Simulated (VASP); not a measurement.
# Te2Mo (P6_3/mmc) in VASP: single point with r2SCAN

Aim: the single point of Te2Mo with r2SCAN.

Program: VASP 6.6.1. These are calculated values, not measurements. Logs are shortened: lines on timing, memory, paths and dates and some standing lists are left out, and cuts for length are marked.

**What was measured.**

“Broadband infrared study of pressure-tunable Fano resonance and metallization transition in 2H-MoTe2”, 2022, pmc:9569381 quotes, for a bulk crystal of Te2Mo at 300 K: band gap 0.88 ± 0.05 eV (indirect).

The runs below are set against these values where they give the same quantity.

## Step 1: The cell of the first run

Symmetry: P6_3/mmc, No. 194, hexagonal system. Conventional cell: a = 3.518 Å, b = 3.518 Å, c = 13.974 Å, α = 90.00°, β = 90.00°, γ = 120.00°. Within 3.6 Å of Te (site symmetry 3m) lie 3 Mo at 2.72 Å and 6 Te at 3.52 Å. Within 3.6 Å of Mo (site symmetry -6m2) lie 6 Te at 2.72 Å and 6 Mo at 3.52 Å.

## Step 2: Single point, r2SCAN

File POSCAR:

```
Te2Mo
1.0
    3.5181997508      0.0000000000      0.0000000000
   -1.7590998754      3.0468503597      0.0000000000
    0.0000000000      0.0000000000     13.9736000000
Te Mo
4 2
Direct
    0.3333333333      0.6666666667      0.6210000000
    0.6666666667      0.3333333333      0.1210000000
    0.3333333333      0.6666666667      0.8790000000
    0.6666666667      0.3333333333      0.3790000000
    0.3333333333      0.6666666667      0.2500000000
    0.6666666667      0.3333333333      0.7500000000
```

File INCAR.step1:

```
ALGO = Normal ; EDIFF = 1E-4
ENCUT = 520 ; GGA = PE
ISMEAR = 0 ; LASPH = T
LCHARG = F ; LREAL = F
LWAVE = T ; NBANDS = 35
NELM = 100 ; PREC = Accurate
SIGMA = 0.1
```

File INCAR.step2:

```
ALGO = Normal ; EDIFF = 1E-6
ENCUT = 520 ; ISIF = 2
ISMEAR = 0 ; ISTART = 1
LASPH = T ; LCHARG = F
LMIXTAU = T ; LREAL = F
LWAVE = F ; METAGGA = R2SCAN
NBANDS = 35 ; NELM = 100
PREC = Accurate ; SIGMA = 0.1
```

File KPOINTS:

```
k-points
0
Gamma
  6 6 2
```

Potentials or basis: VASP PAW PBE potentials, release 64 (Te, Mo_sv).

On the command line:

```console
$ cat potpaw_PBE.64/Te/POTCAR potpaw_PBE.64/Mo_sv/POTCAR > POTCAR
$ cp INCAR.step1 INCAR
$ mpirun -np 1 vasp_std > vasp.out
$ cp INCAR.step2 INCAR
$ mpirun -np 1 vasp_std > vasp.out
```

OUTCAR:

```text
EDIFF = 1E-6
   ENCUT = 520
   ISIF = 2
   ISMEAR = 0
   ISTART = 1
   LASPH = T
   LREAL = F
   METAGGA = R2SCAN
   NELM = 100
   PREC = Accurate

 ion  position               nearest neighbor table
   1  0.333  0.667  0.621-   6 2.72   6 2.72   6 2.72   3 3.61
   2  0.667  0.333  0.121-   5 2.72   5 2.72   5 2.72   4 3.61
   3  0.333  0.667  0.879-   6 2.72   6 2.72   6 2.72   1 3.61
   4  0.667  0.333  0.379-   5 2.72   5 2.72   5 2.72   2 3.61
   5  0.333  0.667  0.250-   2 2.72   4 2.72   2 2.72   4 2.72   2 2.72   4 2.72
   6  0.667  0.333  0.750-   1 2.72   3 2.72   1 2.72   3 2.72   1 2.72   3 2.72

  LATTYP: Found a hexagonal cell.
 ALAT       =     3.5181997508
 C/A-ratio  =     3.9718040446

  Lattice vectors:

 A1 = (   3.5181997508,   0.0000000000,   0.0000000000)
 A2 = (  -1.7590998754,   3.0468503597,   0.0000000000)
 A3 = (   0.0000000000,   0.0000000000,  13.9736000000)

Analysis of symmetry for initial positions (statically):
=====================================================================
 Subroutine PRICEL returns:
 Original cell was already a primitive cell.

 Routine SETGRP: Setting up the symmetry group for a
 hexagonal supercell.

 Subroutine GETGRP returns: Found 24 space group operations
 (whereof 12 operations were pure point group operations)
 out of a pool of 24 trial point group operations.

The static configuration has the point symmetry D_3d.
 The point group associated with its full space group is D_6h.

Analysis of symmetry for dynamics (positions and initial velocities):
=====================================================================
 Subroutine PRICEL returns:
 Original cell was already a primitive cell.

 Routine SETGRP: Setting up the symmetry group for a
 hexagonal supercell.

 Subroutine GETGRP returns: Found 24 space group operations
 (whereof 12 operations were pure point group operations)
 out of a pool of 24 trial point group operations.

The dynamic configuration has the point symmetry D_3d.
 The point group associated with its full space group is D_6h.

 Subroutine INISYM returns: Found 24 space group operations
 (whereof 12 operations are pure point group operations),
 and found     1 'primitive' translations

----------------------------------------------------------------------------------------

                                     Primitive cell

  volume of cell :     149.7890

  direct lattice vectors                    reciprocal lattice vectors
     3.518199751  0.000000000  0.000000000     0.284236277  0.164103891  0.000000000
[... 89 lines left out ...]
   ISIF   =      2    stress and relaxation
   ISYM   =      2    0-nonsym 1-usesym 2-fastsym
   POTIM  = 0.5000    time-step for ionic-motion
   TEBEG  =    0.0;   TEEND  =   0.0 temperature during run
   PSTRESS=    0.0 pullay stress
   NELECT =      52.0000    total number of electrons
   NUPDOWN=      -1.0000    fix difference up-down
   EMIN   =  10.00;   EMAX   =-10.00  energy-range for DOS
   EFERMI =   0.00;   METHOD = LEGACY
   ISMEAR =     0;   SIGMA  =   0.10  broadening in eV -4-tet -1-fermi 0-gaus
   EFERMI_NEDOS =   21; number of points for ismear=-14 and -15
   IALGO  =     38    algorithm
   IMIX   =      4    mixing-type and parameters
     AMIX     =   0.40;   BMIX     =  1.00
     AMIX_MAG =   1.60;   BMIX_MAG =  1.00
  volume/ion in A,a.u.               =      24.96       168.47
  Fermi-wavevector in a.u.,A,eV,Ry     =   1.150578  2.174277 18.011789  1.323829
  Thomas-Fermi vector in A             =   2.287241
   LORBIT       =      0    0 simple, 1 ext, 2 COOP (PROOUT), +10 PAW based schemes
   METAGGA = R2SCAN    functional components
   LHFCALC =     F    Hartree Fock is set to
   AEXX    =    0.0000 exact exchange contribution
   IVDW    =     0    specifies the selected vdW correction
   LEPSILON=     F    determine dielectric tensor
   LRPA    =     F    only Hartree local field effects (RPA)
 non-spin polarized calculation
 Gauss-broadening in eV      SIGMA  =   0.10
  energy-cutoff  :      520.00
  volume of cell :      149.79
 maximum number of plane-waves:      4095
 NGX is ok and might be reduce to    28
   NGX = 13   NGY = 13   NGZ = 51

 number of electron      51.9999997 magnetization

 Free energy of the ion-electron system (eV)
  ---------------------------------------------------
  ext. energy  EPLUGINS =         0.00000000
  ---------------------------------------------------
  free energy    TOTEN  =      -155.58510180 eV

  energy without entropy =     -155.58510180  energy(sigma->0) =     -155.58510180

 E-fermi :   8.5386     XC(G=0): -11.0266

 val. band max:        8.0725465014   @ k =   0.0000   0.0000   0.0000
 cond. band min:       9.0075949963   @ k =   0.1667   0.1667   0.0000
 fundamental gap:      0.9350484949
 Fermi energy:         8.5385892010

 k-point     1 :       0.0000    0.0000    0.0000
  band No.  band energies     occupation
      1     -54.7094      2.00000
      2     -54.7094      2.00000
      3     -28.1566      2.00000
      4     -28.1566      2.00000
      5     -28.0296      2.00000
      6     -28.0296      2.00000
[... 521 lines left out ...]
     34      11.9678      0.00000
     35      13.2925      0.00000

------------------------ aborting loop because EDIFF is reached ----------------------------------------

  FORCE on cell =-STRESS in cart. coord.  units (eV):
  Direction    XX          YY          ZZ          XY          YZ          ZX
  --------------------------------------------------------------------------------------
  -------------------------------------------------------------------------------------
  Total        2.3994681      2.3994681      1.8114036      0.0000000      0.0000000      0.0000000
  in kB       25.6652581     25.6652581     19.3751861      0.0000000      0.0000000      0.0000000
  external PRESSURE =      23.5685674 kB  Pullay stress =       0.0000000 kB

 VOLUME and BASIS-vectors are now :
 -----------------------------------------------------------------------------
  energy-cutoff  :      520.00
  volume of cell :      149.79
      direct lattice vectors                 reciprocal lattice vectors
     3.518199751  0.000000000  0.000000000     0.284236277  0.164103891  0.000000000
    -1.759099875  3.046850360  0.000000000     0.000000000  0.328207782  0.000000000
     0.000000000  0.000000000 13.973600000     0.000000000  0.000000000  0.071563520

 POSITION                                       TOTAL-FORCE (eV/Angst)
 -----------------------------------------------------------------------------------
     -0.00000      2.03123      8.67761        -0.000000      0.000000      0.047633
      1.75910      1.01562      1.69081         0.000000      0.000000      0.047633
     -0.00000      2.03123     12.28279         0.000000      0.000000     -0.047633
      1.75910      1.01562      5.29599         0.000000     -0.000000     -0.047633
     -0.00000      2.03123      3.49340         0.000000     -0.000000      0.000000
      1.75910      1.01562     10.48020        -0.000000      0.000000      0.000000
 -----------------------------------------------------------------------------------
    total drift:                               -0.000000      0.000000     -0.000000

  FREE ENERGIE OF THE ION-ELECTRON SYSTEM (eV)
  ---------------------------------------------------
  free  energy   TOTEN  =      -155.5851018015 eV

  energy  without entropy=     -155.5851018015  energy(sigma->0) =     -155.58510180
```

OUTCAR.step1:

```text
EDIFF = 1E-4
   ENCUT = 520
   GGA = PE
   ISMEAR = 0
[... 759 lines left out ...]
     -0.00000      2.03123     12.28279         0.000000      0.000000      0.193921
      1.75910      1.01562      5.29599         0.000000      0.000000      0.193921
     -0.00000      2.03123      3.49340         0.000000     -0.000000      0.000000
      1.75910      1.01562     10.48020        -0.000000      0.000000      0.000000
 -----------------------------------------------------------------------------------
    total drift:                               -0.000000      0.000000     -0.000000

  FREE ENERGIE OF THE ION-ELECTRON SYSTEM (eV)
  ---------------------------------------------------
  free  energy   TOTEN  =       -35.9862383273 eV

  energy  without entropy=      -35.9862383271  energy(sigma->0) =      -35.98623833
```

Wall time 2.9 min (1 thread of AMD EPYC 9R45 (Zen 5), shared host); peak memory 0.3 GiB.

Results:

| Item | Value |
| --- | --- |
| Free energy | -155.5851 eV |
| Pressure | 2.4 GPa |
| Largest force | 0.048 eV/Å |
| Band gap on the k mesh | 0.94 eV, indirect (least direct gap 1.13 eV) |

Forces on the atoms (eV/Å):
```
Te   0.000  0.000  0.048
Te   0.000  0.000  0.048
Te   0.000  0.000 -0.048
Te   0.000  0.000 -0.048
Mo   0.000  0.000  0.000
Mo   0.000  0.000  0.000
```

Caveat: the PAW data sets were made with another functional, which shifts forces and pressure a little; spin-orbit coupling is left out, which moves the levels of the heavy elements.

## Step 3: Comparison with measurements

Step 2. A measured gap of Te2Mo is 0.88 eV (indirect; 300 K; quoted in “Broadband infrared study of pressure-tunable Fano resonance and metallization transition in 2H-MoTe2”, 2022, pmc:9569381); the calculated 0.94 eV misses it by +0.06 eV. Spin-orbit coupling on Mo, Te is left out. The value is that of r2SCAN on a finite k mesh, which can miss the band edges, without temperature or zero-point motion.
